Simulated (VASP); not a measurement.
# La (P6_3/mmc) in VASP: notebook

The runs below take La through single point, relaxation of cell and atoms, with BLYP.

Program: VASP 6.6.1. These are calculated values, not measurements. Logs are shortened: lines on timing, memory, paths and dates and some standing lists are left out, and cuts for length are marked.

### Step 1. The cell of the first run

The structure is hexagonal, space group P6_3/mmc (No. 194). The conventional cell has a = 3.877 Å, b = 3.877 Å, c = 6.240 Å, α = 90.00°, β = 90.00°, γ = 120.00°. Within 5.0 Å of La (site symmetry -6m2) lie 12 La at 3.84 to 3.88 Å.

### Step 2. Single point, BLYP

INCAR reads:

```
AGGAC    = 1.0          
AGGAX    = 1.0          
ALDAC    = 0.0          
ALDAX    = 1.0          
ALGO     = Normal         # electronic algorithm
EDIFF    = 1E-6           # SCF threshold, eV
ENCUT    = 520            # plane-wave cutoff, eV
GGA      = B5             # functional
ISIF     = 2              # what is computed and relaxed
ISMEAR   = -1             # smearing method
LASPH    = T              # aspherical terms in the spheres
LCHARG   = F              # write CHGCAR
LREAL    = F              # projectors in reciprocal space
LWAVE    = F              # write WAVECAR
NBANDS   = 18             # bands
NELM     = 80             # most SCF steps
PREC     = Accurate       # precision mode
SIGMA    = 0.1            # smearing width, eV
```

KPOINTS reads:

```
k-points
0
Gamma
  10 10 5
```

POSCAR reads:

```
La
1.0
    3.8772441505      0.0000000000      0.0000000000
   -1.9386220752      3.3577919310      0.0000000000
    0.0000000000      0.0000000000      6.2401920257
La
2
Direct
    0.3333333333      0.6666666667      0.2500000000
    0.6666666667      0.3333333333      0.7500000000
```

Potentials or basis: VASP PAW PBE potentials, release 64 (La).

Command:

```sh
$ cat potpaw_PBE.64/La/POTCAR > POTCAR
$ mpirun -np 1 vasp_std > vasp.out
```

OUTCAR:

```text
EDIFF = 1E-6
   ENCUT = 520
   GGA = B5
   ISIF = 2
   ISMEAR = -1
   LASPH = T
   LREAL = F
   NELM = 80
   PREC = Accurate

 ion  position               nearest neighbor table
   1  0.333  0.667  0.250-
   2  0.667  0.333  0.750-

  LATTYP: Found a hexagonal cell.
 ALAT       =     3.8772441505
 C/A-ratio  =     1.6094400516

  Lattice vectors:

 A1 = (   3.8772441505,   0.0000000000,   0.0000000000)
 A2 = (  -1.9386220752,   3.3577919310,   0.0000000000)
 A3 = (   0.0000000000,   0.0000000000,   6.2401920257)

Analysis of symmetry for initial positions (statically):
=====================================================================
 Subroutine PRICEL returns:
 Original cell was already a primitive cell.

 Routine SETGRP: Setting up the symmetry group for a
 hexagonal supercell.

 Subroutine GETGRP returns: Found 24 space group operations
 (whereof 12 operations were pure point group operations)
 out of a pool of 24 trial point group operations.

The static configuration has the point symmetry D_3d.
 The point group associated with its full space group is D_6h.

Analysis of symmetry for dynamics (positions and initial velocities):
=====================================================================
 Subroutine PRICEL returns:
 Original cell was already a primitive cell.

 Routine SETGRP: Setting up the symmetry group for a
 hexagonal supercell.

 Subroutine GETGRP returns: Found 24 space group operations
 (whereof 12 operations were pure point group operations)
 out of a pool of 24 trial point group operations.

The dynamic configuration has the point symmetry D_3d.
 The point group associated with its full space group is D_6h.

 Subroutine INISYM returns: Found 24 space group operations
 (whereof 12 operations are pure point group operations),
 and found     1 'primitive' translations

----------------------------------------------------------------------------------------

                                     Primitive cell

  volume of cell :      81.2409

  direct lattice vectors                    reciprocal lattice vectors
     3.877244151  0.000000000  0.000000000     0.257915148  0.148907380  0.000000000
    -1.938622075  3.357791931  0.000000000     0.000000000  0.297814761  0.000000000
     0.000000000  0.000000000  6.240192026     0.000000000  0.000000000  0.160251479

  length of vectors
     3.877244151  3.877244150  6.240192026     0.297814761  0.297814761  0.160251479

  position of ions in fractional coordinates (direct lattice)
     0.333333333  0.666666667  0.250000000
     0.666666667  0.333333333  0.750000000

  ion indices of the primitive-cell ions
   primitive index   ion index
                 1           1
                 2           2

----------------------------------------------------------------------------------------

 KPOINTS: k-points

Automatic generation of k-mesh.
 Grid dimensions read from file:
 generate k-points for:   10   10    5

 Generating k-lattice:

  Cartesian coordinates                     Fractional coordinates (reciprocal lattice)
     0.025791515  0.014890738  0.000000000     0.100000000 -0.000000000  0.000000000
     0.000000000  0.029781476  0.000000000     0.000000000  0.100000000  0.000000000
     0.000000000  0.000000000  0.032050296     0.000000000  0.000000000  0.200000000

  Length of vectors
     0.029781476  0.029781476  0.032050296

  Shift w.r.t. Gamma in fractional coordinates (k-lattice)
     0.000000000  0.000000000  0.000000000

 Subroutine IBZKPT returns following result:
 ===========================================

 Found     42 irreducible k-points:

 Following reciprocal coordinates:
            Coordinates               Weight
  0.000000  0.000000  0.000000      1.000000
  0.100000  0.000000  0.000000      6.000000
  0.200000  0.000000  0.000000      6.000000
  0.300000  0.000000  0.000000      6.000000
  0.400000  0.000000  0.000000      6.000000
  0.500000 -0.000000  0.000000      3.000000
[... 16 lines left out ...]
  0.300000  0.100000  0.200000     24.000000
  0.400000  0.100000  0.200000     24.000000
 [... further k-points ...]
   k-points           NKPTS =     42   k-points in BZ     NKDIM =     42   number of bands    NBANDS=     18
   number of dos      NEDOS =    301   number of ions     NIONS =      2
   total plane-waves  NPLWV =  43200
   dimension x,y,z NGX =    30 NGY =   30 NGZ =   48
   dimension x,y,z NGXF=    60 NGYF=   60 NGZF=   96
   ions per type =               2
   NGX,Y,Z   is equivalent  to a cutoff of  12.86, 12.86, 12.79 a.u.
   NGXF,Y,Z  is equivalent  to a cutoff of  25.73, 25.73, 25.58 a.u.
 SYSTEM =  unknown system
   PREC   = accura    normal or accurate (medium, high low for compatibility)
   ISTART =      0    job   : 0-new  1-cont  2-samecut
   ICHARG =      2    charge: 1-file 2-atom 10-const
   ISPIN  =      1    spin polarized calculation?
   LNONCOLLINEAR =      F non collinear calculations
   LSORBIT =      F    spin-orbit coupling
   LASPH  =      T    aspherical Exc in radial PAW
   ENCUT  =  520.0 eV  38.22 Ry    6.18 a.u.   7.21  7.21 11.60*2*pi/ulx,y,z
   NELM   =     80;   NELMIN=  2; NELMDL= -5     # of ELM steps
   EDIFF  = 0.1E-05   stopping-criterion for ELM
   LREAL  =      F    real-space projection
   EDIFFG = 0.1E-04   stopping-criterion for IOM
   NSW    =      0    number of steps for IOM
   IBRION =     -1    ionic relax: 0-MD 1-quasi-New 2-CG
   NFREE  =      0    steps in history (QN), initial steepest desc. (CG)
   ISIF   =      2    stress and relaxation
   ISYM   =      2    0-nonsym 1-usesym 2-fastsym
   POTIM  = 0.5000    time-step for ionic-motion
   TEBEG  =    0.0;   TEEND  =   0.0 temperature during run
   PSTRESS=    0.0 pullay stress
   NELECT =      22.0000    total number of electrons
   NUPDOWN=      -1.0000    fix difference up-down
   EMIN   =  10.00;   EMAX   =-10.00  energy-range for DOS
   EFERMI =   0.00;   METHOD = LEGACY
   ISMEAR =    -1;   SIGMA  =   0.10  broadening in eV -4-tet -1-fermi 0-gaus
   EFERMI_NEDOS =   21; number of points for ismear=-14 and -15
   IALGO  =     38    algorithm
   IMIX   =      4    mixing-type and parameters
     AMIX     =   0.40;   BMIX     =  1.00
     AMIX_MAG =   1.60;   BMIX_MAG =  1.00
  volume/ion in A,a.u.               =      40.62       274.12
  Fermi-wavevector in a.u.,A,eV,Ry     =   1.059150  2.001503 15.262995  1.121799
  Thomas-Fermi vector in A             =   2.194485
   LORBIT       =      0    0 simple, 1 ext, 2 COOP (PROOUT), +10 PAW based schemes
   GGA     = B5    functional components
   LHFCALC =     F    Hartree Fock is set to
   AEXX    =    0.0000 exact exchange contribution
   IVDW    =     0    specifies the selected vdW correction
   LEPSILON=     F    determine dielectric tensor
   LRPA    =     F    only Hartree local field effects (RPA)
 non-spin polarized calculation
  energy-cutoff  :      520.00
  volume of cell :       81.24
 maximum number of plane-waves:      2201
 NGX is ok and might be reduce to    30
   NGX = 15   NGY = 15   NGZ = 23

 number of electron      22.0000001 magnetization

 Free energy of the ion-electron system (eV)
  ---------------------------------------------------
  ext. energy  EPLUGINS =         0.00000000
  ---------------------------------------------------
  free energy    TOTEN  =        -7.92638844 eV

  energy without entropy =       -7.78419830  energy(sigma->0) =       -7.85529337

 E-fermi :   7.5514     XC(G=0):  -8.6584

 val. band max:        7.5468219488   @ k =   0.3000   0.3000   0.4000
 cond. band min:       7.5531464189   @ k =   0.2000   0.1000   0.0000
 fundamental gap:      0.0063244701
 Fermi energy:         7.5513791810

 k-point     1 :       0.0000    0.0000    0.0000
  band No.  band energies     occupation
      1     -25.4698      2.00000
      2     -25.3264      2.00000
      3      -9.6846      2.00000
      4      -8.7802      2.00000
      5      -8.7802      2.00000
      6      -8.6332      2.00000
[... 10 lines left out ...]
     17       8.9853      0.00000
     18       8.9966      0.00000

 k-point     2 :       0.1000    0.0000    0.0000
  band No.  band energies     occupation
      1     -25.4587      2.00000
      2     -25.3214      2.00000
      3      -9.6524      2.00000
      4      -8.8591      2.00000
      5      -8.8053      2.00000
      6      -8.7146      2.00000
[... 10 lines left out ...]
     17       8.9431      0.00000
     18       8.9716      0.00000

 k-point     3 :       0.2000    0.0000    0.0000
  band No.  band energies     occupation
      1     -25.4289      2.00000
      2     -25.3091      2.00000
      3      -9.5614      2.00000
      4      -9.0627      2.00000
      5      -8.9170      2.00000
      6      -8.8674      2.00000
[... 10 lines left out ...]
     17       9.0068      0.00000
     18       9.0244      0.00000

 k-point     4 :       0.3000    0.0000    0.0000
  band No.  band energies     occupation
      1     -25.3893      2.00000
      2     -25.2962      2.00000
      3      -9.4297      2.00000
      4      -9.3079      2.00000
      5      -9.1494      2.00000
      6      -8.9394      2.00000
[... 10 lines left out ...]
     17       9.0400      0.00000
     18       9.0458      0.00000

 k-point     5 :       0.4000    0.0000    0.0000
  band No.  band energies     occupation
      1     -25.3530      2.00000
      2     -25.2897      2.00000
      3      -9.5003      2.00000
      4      -9.3262      2.00000
      5      -9.2908      2.00000
      6      -8.9949      2.00000
[... 10 lines left out ...]
     17       9.0251      0.00000
     18       9.0722      0.00000

 k-point     6 :       0.5000   -0.0000    0.0000
  band No.  band energies     occupation
      1     -25.3366      2.00000
      2     -25.2896      2.00000
      3      -9.5724      2.00000
      4      -9.3916      2.00000
      5      -9.2183      2.00000
      6      -9.0156      2.00000
[... 307 lines left out ...]
 k-point    21 :       0.1000    0.1000    0.2000
  band No.  band energies     occupation
      1     -25.4265      2.00000
      2     -25.3250      2.00000
      3      -9.5221      2.00000
      4      -8.9515      2.00000
      5      -8.9437      2.00000
      6      -8.8236      2.00000
[... 10 lines left out ...]
     17       9.0010      0.00000
     18       9.0436      0.00000

 k-point    22 :       0.2000    0.1000    0.2000
  band No.  band energies     occupation
      1     -25.3937      2.00000
      2     -25.3102      2.00000
      3      -9.4641      2.00000
      4      -9.1652      2.00000
      5      -9.0944      2.00000
      6      -8.9054      2.00000
[... 10 lines left out ...]
     17       9.0120      0.00000
     18       9.0398      0.00000

 k-point    23 :       0.3000    0.1000    0.2000
  band No.  band energies     occupation
      1     -25.3580      2.00000
      2     -25.2981      2.00000
      3      -9.4914      2.00000
      4      -9.3413      2.00000
      5      -9.1628      2.00000
      6      -8.9836      2.00000
[... 10 lines left out ...]
     17       9.0218      0.00000
     18       9.0502      0.00000

 k-point    24 :       0.4000    0.1000    0.2000
  band No.  band energies     occupation
      1     -25.3323      2.00000
      2     -25.2939      2.00000
      3      -9.5810      2.00000
      4      -9.4325      2.00000
      5      -9.1353      2.00000
      6      -9.0105      2.00000
[... 10 lines left out ...]
     17       9.0358      0.00000
     18       9.0405      0.00000

 [... further k-points ...]
[... 5 lines left out ...]
  --------------------------------------------------------------------------------------
  -------------------------------------------------------------------------------------
  Total       -0.0067987     -0.0067987     -0.0249034     -0.0000000      0.0000000      0.0000000
  in kB       -0.1340784     -0.1340784     -0.4911285     -0.0000000      0.0000000      0.0000000
  external PRESSURE =      -0.2530951 kB  Pullay stress =       0.0000000 kB

 VOLUME and BASIS-vectors are now :
 -----------------------------------------------------------------------------
  energy-cutoff  :      520.00
  volume of cell :       81.24
      direct lattice vectors                 reciprocal lattice vectors
     3.877244151  0.000000000  0.000000000     0.257915148  0.148907380  0.000000000
    -1.938622075  3.357791931  0.000000000     0.000000000  0.297814761  0.000000000
     0.000000000  0.000000000  6.240192026     0.000000000  0.000000000  0.160251479

 POSITION                                       TOTAL-FORCE (eV/Angst)
 -----------------------------------------------------------------------------------
     -0.00000      2.23853      1.56005        -0.000000      0.000000      0.000000
      1.93862      1.11926      4.68014         0.000000      0.000000      0.000000
 -----------------------------------------------------------------------------------
    total drift:                                0.000000     -0.000000      0.000000

  FREE ENERGIE OF THE ION-ELECTRON SYSTEM (eV)
  ---------------------------------------------------
  free  energy   TOTEN  =        -7.9263884404 eV

  energy  without entropy=       -7.7841983004  energy(sigma->0) =       -7.85529337
```

It took 73 s on 1 thread of Intel Xeon Platinum 8488C (Sapphire Rapids), shared host; peak memory 0.23 GiB.

What came out:

```
Free energy            : -7.9264 eV
Pressure               : 0.0 GPa
Band gap on the k mesh : zero (band 11 reaches 8.51 eV, above the bottom of band 12 at 7.26 eV)
```

Levels at points of the mesh, in eV from the Fermi level:
| k point | band 7 | band 8 | band 9 | band 10 | band 11 | band 12 | band 13 | band 14 | band 15 | band 16 |
| --- | --- | --- | --- | --- | --- | --- | --- | --- | --- | --- |
| (0.00, 0.00, 0.00) | -16.18 | -16.15 | -3.13 | -1.62 | 0.96 | 1.19 | 1.19 | 1.24 | 1.31 | 1.40 |
| (0.50, 0.00, 0.00) | -16.42 | -16.31 | -1.38 | -1.11 | -0.97 | 0.97 | 1.13 | 1.13 | 1.20 | 1.47 |

Caveat: the PAW data sets were made with another functional, which shifts forces and pressure a little; spin-orbit coupling is left out, which moves the levels of the heavy elements.

[end of part 1 of 2]
